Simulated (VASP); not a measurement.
# Li2O (Fm-3m) in VASP: a series of runs

Aim: see how the results for Li2O move with the level of theory and the settings. Levels: PBEsol, r2SCAN. Tasks: single point.

Everything below comes from runs of VASP 6.6.1. Logs are shortened: lines on timing, memory, paths and dates and some standing lists are left out, and cuts for length are marked.

## Step 1: The cell of the first run

It takes space group Fm-3m (No. 225, cubic). Conventional cell: a = 4.580 Å, b = 4.580 Å, c = 4.580 Å, α = 90.00°, β = 90.00°, γ = 90.00°. O (site symmetry m-3m) has 8 Li at 1.98 Å within 2.6 Å. Within 2.6 Å of Li (site symmetry -43m) lie 4 O at 1.98 Å and 6 Li at 2.29 Å.

## Step 2: Single point, PBEsol

INCAR reads:

```
PREC = Accurate
ENCUT = 750
EDIFF = 1E-6
ISMEAR = -1
SIGMA = 0.05
LREAL = F
LASPH = T
NELM = 120
ALGO = Normal
ISIF = 2
LWAVE = F
LCHARG = F
GGA = PS
NBANDS = 13
GGA_COMPAT = F
```

KPOINTS reads:

```
Automatic mesh
0
Gamma
  9 9 9
```

POSCAR reads:

```
Li2O
1.0
    0.0000000000      2.2899440000      2.2899440000
    2.2899440000      0.0000000000      2.2899440000
    2.2899440000      2.2899440000      0.0000000000
O Li
1 2
Direct
    0.0000000000      0.0000000000      0.0000000000
    0.2500000000      0.2500000000      0.2500000000
    0.7500000000      0.7500000000      0.7500000000
```

Potentials or basis: VASP PAW PBE potentials, release 64 (O, Li_sv).

Started as:

```sh
cat potpaw_PBE.64/O/POTCAR potpaw_PBE.64/Li_sv/POTCAR > POTCAR
mpirun -np 1 vasp_std > vasp.out
```

OUTCAR:

```text
PREC = Accurate
   ENCUT = 750
   EDIFF = 1E-6
   ISMEAR = -1
   LREAL = F
   LASPH = T
   NELM = 120
   ISIF = 2
   GGA = PS

 ion  position               nearest neighbor table
   1  0.000  0.000  0.000-   3 1.98   3 1.98   3 1.98   2 1.98   3 1.98   2 1.98   2 1.98   2 1.98

   2  0.250  0.250  0.250-   1 1.98   1 1.98   1 1.98   1 1.98   3 2.29   3 2.29   3 2.29   3 2.29
                             3 2.29   3 2.29
   3  0.750  0.750  0.750-   1 1.98   1 1.98   1 1.98   1 1.98   2 2.29   2 2.29   2 2.29   2 2.29
                             2 2.29   2 2.29

  LATTYP: Found a face centered cubic cell.
 ALAT       =     4.5798880000

  Lattice vectors:

 A1 = (   0.0000000000,   2.2899440000,   2.2899440000)
 A2 = (   2.2899440000,   0.0000000000,   2.2899440000)
 A3 = (   2.2899440000,   2.2899440000,   0.0000000000)

Analysis of symmetry for initial positions (statically):
=====================================================================
 Subroutine PRICEL returns:
 Original cell was already a primitive cell.

 Routine SETGRP: Setting up the symmetry group for a
 face centered cubic supercell.

 Subroutine GETGRP returns: Found 48 space group operations
 (whereof 48 operations were pure point group operations)
 out of a pool of 48 trial point group operations.

The static configuration has the point symmetry O_h .

Analysis of symmetry for dynamics (positions and initial velocities):
=====================================================================
 Subroutine PRICEL returns:
 Original cell was already a primitive cell.

 Routine SETGRP: Setting up the symmetry group for a
 face centered cubic supercell.

 Subroutine GETGRP returns: Found 48 space group operations
 (whereof 48 operations were pure point group operations)
 out of a pool of 48 trial point group operations.

The dynamic configuration has the point symmetry O_h .

 Subroutine INISYM returns: Found 48 space group operations
 (whereof 48 operations are pure point group operations),
 and found     1 'primitive' translations

----------------------------------------------------------------------------------------

                                     Primitive cell

  volume of cell :      24.0162

  direct lattice vectors                    reciprocal lattice vectors
     0.000000000  2.289944000  2.289944000    -0.218345951  0.218345951  0.218345951
     2.289944000  0.000000000  2.289944000     0.218345951 -0.218345951  0.218345951
     2.289944000  2.289944000  0.000000000     0.218345951  0.218345951 -0.218345951

  length of vectors
     3.238469862  3.238469862  3.238469862     0.378186280  0.378186280  0.378186280

  position of ions in fractional coordinates (direct lattice)
     0.000000000  0.000000000  0.000000000
     0.250000000  0.250000000  0.250000000
     0.750000000  0.750000000  0.750000000

  ion indices of the primitive-cell ions
   primitive index   ion index
                 1           1
                 2           2
                 3           3

----------------------------------------------------------------------------------------

 KPOINTS: Automatic mesh

Automatic generation of k-mesh.
 Grid dimensions read from file:
 generate k-points for:    9    9    9

 Generating k-lattice:

  Cartesian coordinates                     Fractional coordinates (reciprocal lattice)
    -0.024260661  0.024260661  0.024260661     0.111111111  0.000000000  0.000000000
     0.024260661 -0.024260661  0.024260661     0.000000000  0.111111111  0.000000000
     0.024260661  0.024260661 -0.024260661     0.000000000  0.000000000  0.111111111

  Length of vectors
     0.042020698  0.042020698  0.042020698

  Shift w.r.t. Gamma in fractional coordinates (k-lattice)
     0.000000000  0.000000000  0.000000000

 Subroutine IBZKPT returns following result:
 ===========================================

 Found     35 irreducible k-points:

 Following reciprocal coordinates:
            Coordinates               Weight
  0.000000  0.000000  0.000000      1.000000
  0.111111  0.000000  0.000000      8.000000
  0.222222  0.000000  0.000000      8.000000
  0.333333  0.000000  0.000000      8.000000
  0.444444  0.000000  0.000000      8.000000
  0.111111  0.111111  0.000000      6.000000
[... 16 lines left out ...]
 -0.333333  0.333333  0.000000     12.000000
  0.444444  0.444444  0.000000      6.000000
 [... further k-points ...]
   k-points           NKPTS =     35   k-points in BZ     NKDIM =     35   number of bands    NBANDS=     13
   number of dos      NEDOS =    301   number of ions     NIONS =      3
   total plane-waves  NPLWV =  27000
   dimension x,y,z NGX =    30 NGY =   30 NGZ =   30
   dimension x,y,z NGXF=    60 NGYF=   60 NGZF=   60
   ions per type =               1   2
   NGX,Y,Z   is equivalent  to a cutoff of  15.40, 15.40, 15.40 a.u.
   NGXF,Y,Z  is equivalent  to a cutoff of  30.80, 30.80, 30.80 a.u.
 SYSTEM =  unknown system
   PREC   = accura    normal or accurate (medium, high low for compatibility)
   ISTART =      0    job   : 0-new  1-cont  2-samecut
   ICHARG =      2    charge: 1-file 2-atom 10-const
   ISPIN  =      1    spin polarized calculation?
   LNONCOLLINEAR =      F non collinear calculations
   LSORBIT =      F    spin-orbit coupling
   LASPH  =      T    aspherical Exc in radial PAW
   ENCUT  =  750.0 eV  55.12 Ry    7.42 a.u.   7.23  7.23  7.23*2*pi/ulx,y,z
   NELM   =    120;   NELMIN=  2; NELMDL= -5     # of ELM steps
   EDIFF  = 0.1E-05   stopping-criterion for ELM
   LREAL  =      F    real-space projection
   EDIFFG = 0.1E-04   stopping-criterion for IOM
   NSW    =      0    number of steps for IOM
   IBRION =     -1    ionic relax: 0-MD 1-quasi-New 2-CG
   NFREE  =      0    steps in history (QN), initial steepest desc. (CG)
   ISIF   =      2    stress and relaxation
   ISYM   =      2    0-nonsym 1-usesym 2-fastsym
   POTIM  = 0.5000    time-step for ionic-motion
   TEBEG  =    0.0;   TEEND  =   0.0 temperature during run
   PSTRESS=    0.0 pullay stress
   NELECT =      12.0000    total number of electrons
   NUPDOWN=      -1.0000    fix difference up-down
   EMIN   =  10.00;   EMAX   =-10.00  energy-range for DOS
   EFERMI =   0.00;   METHOD = LEGACY
   ISMEAR =    -1;   SIGMA  =   0.05  broadening in eV -4-tet -1-fermi 0-gaus
   EFERMI_NEDOS =   21; number of points for ismear=-14 and -15
   IALGO  =     38    algorithm
   IMIX   =      4    mixing-type and parameters
     AMIX     =   0.40;   BMIX     =  1.00
     AMIX_MAG =   1.60;   BMIX_MAG =  1.00
  volume/ion in A,a.u.               =       8.01        54.02
  Fermi-wavevector in a.u.,A,eV,Ry     =   1.299073  2.454893 22.961082  1.687592
  Thomas-Fermi vector in A             =   2.430361
   LORBIT       =      0    0 simple, 1 ext, 2 COOP (PROOUT), +10 PAW based schemes
   GGA     = PS    functional components
   LHFCALC =     F    Hartree Fock is set to
   AEXX    =    0.0000 exact exchange contribution
   IVDW    =     0    specifies the selected vdW correction
   LEPSILON=     F    determine dielectric tensor
   LRPA    =     F    only Hartree local field effects (RPA)
 non-spin polarized calculation
  energy-cutoff  :      750.00
  volume of cell :       24.02
 maximum number of plane-waves:      1139
 NGX is ok and might be reduce to    30
   NGX = 15   NGY = 15   NGZ = 15

 number of electron      12.0000003 magnetization

 Free energy of the ion-electron system (eV)
  ---------------------------------------------------
  ext. energy  EPLUGINS =         0.00000000
  ---------------------------------------------------
  free energy    TOTEN  =       -14.75682786 eV

  energy without entropy =      -14.75682786  energy(sigma->0) =      -14.75682786

 E-fermi :   2.5729     XC(G=0): -10.0329

 val. band max:        1.3582902370   @ k =   0.0000   0.0000   0.0000
 cond. band min:       6.3357083142   @ k =   0.4444   0.4444   0.0000
 fundamental gap:      4.9774180772
 Fermi energy:         2.5729213287

 k-point     1 :       0.0000    0.0000    0.0000
  band No.  band energies     occupation
      1     -40.8630      2.00000
      2     -40.4829      2.00000
      3     -14.0377      2.00000
      4       1.3583      2.00000
      5       1.3583      2.00000
      6       1.3583      2.00000
      7       6.7037      0.00000
      8      13.3065      0.00000
      9      13.3065      0.00000
     10      13.3065      0.00000
     11      20.4592      0.00000
     12      20.4592      0.00000
     13      20.4592      0.00000

 k-point     2 :       0.1111    0.0000    0.0000
  band No.  band energies     occupation
      1     -40.8495      2.00000
      2     -40.4926      2.00000
      3     -14.0131      2.00000
      4       0.9291      2.00000
      5       1.2979      2.00000
      6       1.2979      2.00000
      7       7.0414      0.00000
      8      13.3425      0.00000
      9      13.4874      0.00000
     10      13.4874      0.00000
     11      19.2694      0.00000
     12      19.2694      0.00000
     13      20.8967      0.00000

 k-point     3 :       0.2222    0.0000    0.0000
  band No.  band energies     occupation
      1     -40.8116      2.00000
      2     -40.5211      2.00000
      3     -13.9486      2.00000
      4      -0.0066      2.00000
      5       1.1527      2.00000
      6       1.1527      2.00000
      7       7.8672      0.00000
      8      13.2500      0.00000
      9      13.7686      0.00000
     10      13.7686      0.00000
     11      18.2963      0.00000
     12      18.2963      0.00000
     13      22.0225      0.00000
[... 305 lines left out ...]
 k-point    23 :      -0.3333    0.3333    0.0000
  band No.  band energies     occupation
      1     -40.6528      2.00000
      2     -40.6521      2.00000
      3     -13.7636      2.00000
      4      -0.9493      2.00000
      5      -0.1107      2.00000
      6       0.4278      2.00000
      7       8.6672      0.00000
      8      12.2720      0.00000
      9      14.6614      0.00000
     10      15.5775      0.00000
     11      19.0534      0.00000
     12      19.4054      0.00000
     13      24.4399      0.00000

 k-point    24 :       0.4444    0.4444    0.0000
  band No.  band energies     occupation
      1     -40.7170      2.00000
      2     -40.5858      2.00000
      3     -13.7714      2.00000
      4      -0.2552      2.00000
      5      -0.0490      2.00000
      6      -0.0490      2.00000
      7       6.3357      0.00000
      8      14.9376      0.00000
      9      14.9376      0.00000
     10      16.1846      0.00000
     11      17.1458      0.00000
     12      21.7160      0.00000
     13      25.0704      0.00000

 [... further k-points ...]
[... 5 lines left out ...]
  --------------------------------------------------------------------------------------
  -------------------------------------------------------------------------------------
  Total        0.0155077      0.0155077      0.0155077      0.0000000      0.0000000      0.0000000
  in kB        1.0345553      1.0345553      1.0345553      0.0000000      0.0000000      0.0000000
  external PRESSURE =       1.0345553 kB  Pullay stress =       0.0000000 kB

 VOLUME and BASIS-vectors are now :
 -----------------------------------------------------------------------------
  energy-cutoff  :      750.00
  volume of cell :       24.02
      direct lattice vectors                 reciprocal lattice vectors
     0.000000000  2.289944000  2.289944000    -0.218345951  0.218345951  0.218345951
     2.289944000  0.000000000  2.289944000     0.218345951 -0.218345951  0.218345951
     2.289944000  2.289944000  0.000000000     0.218345951  0.218345951 -0.218345951

 POSITION                                       TOTAL-FORCE (eV/Angst)
 -----------------------------------------------------------------------------------
      0.00000      0.00000      0.00000         0.000000      0.000000     -0.000000
      1.14497      1.14497      1.14497        -0.000000      0.000000     -0.000000
      3.43492      3.43492      3.43492        -0.000000     -0.000000      0.000000
 -----------------------------------------------------------------------------------
    total drift:                                0.000000     -0.000000      0.000000

  FREE ENERGIE OF THE ION-ELECTRON SYSTEM (eV)
  ---------------------------------------------------
  free  energy   TOTEN  =       -14.7568278612 eV

  energy  without entropy=      -14.7568278612  energy(sigma->0) =      -14.75682786
```

Wall time 19 s (1 thread of AMD EPYC 7R43 (Zen 3), shared host); peak memory 0.13 GiB.

What came out:

- Free energy: -14.7568 eV
- Pressure: 0.1 GPa
- Band gap on the k mesh: 4.98 eV (least direct gap 5.35 eV)

Caveat: the PAW data sets were made with another functional, which shifts forces and pressure a little; an odd mesh through Γ misses points on the zone boundary, where band edges can lie.

## Step 3: Single point, r2SCAN

POSCAR is that of step 2.

INCAR.step1 reads:

```
ALGO = Normal ; EDIFF = 1E-5
ENCUT = 830 ; GGA = PE
GGA_COMPAT = F ; ISMEAR = -1
LASPH = T ; LCHARG = F
LREAL = F ; LWAVE = T
NBANDS = 13 ; NELM = 120
PREC = Accurate ; SIGMA = 0.05
```

INCAR.step2 reads:

```
ALGO = Normal ; EDIFF = 1E-6
ENCUT = 830 ; GGA_COMPAT = F
ISIF = 2 ; ISMEAR = -1
ISTART = 1 ; LASPH = T
LCHARG = F ; LMIXTAU = T
LREAL = F ; LWAVE = F
METAGGA = R2SCAN ; NBANDS = 13
NELM = 120 ; PREC = Accurate
SIGMA = 0.05
```

KPOINTS reads:

```
k-points
0
Gamma
  9 9 9
```

Potentials or basis: VASP PAW PBE potentials, release 64 (O, Li_sv).

Started as:

```sh
cat potpaw_PBE.64/O/POTCAR potpaw_PBE.64/Li_sv/POTCAR > POTCAR
cp INCAR.step1 INCAR
mpirun -np 1 vasp_std > vasp.out
cp INCAR.step2 INCAR
mpirun -np 1 vasp_std > vasp.out
```

It took 96 s on 1 thread of AMD EPYC 7R43 (Zen 3), shared host; peak memory 0.14 GiB.

It converged, with:

```yaml
Free_energy: -16.8424 eV
Pressure: -0.2 GPa
Band_gap_on_the_k_mesh: 5.83 eV (least direct gap 6.31 eV)
```

Levels at points of the mesh, in eV from the valence-band top:
```csv
k point,band 3,band 4,band 5,band 6,band 7,band 8,band 9,band 10
"(0.00, 0.00, 0.00)",-16.41,0.00,0.00,0.00,6.31,13.26,13.26,13.26
```

Caveat: the PAW data sets were made with another functional, which shifts forces and pressure a little; an odd mesh through Γ misses points on the zone boundary, where band edges can lie.
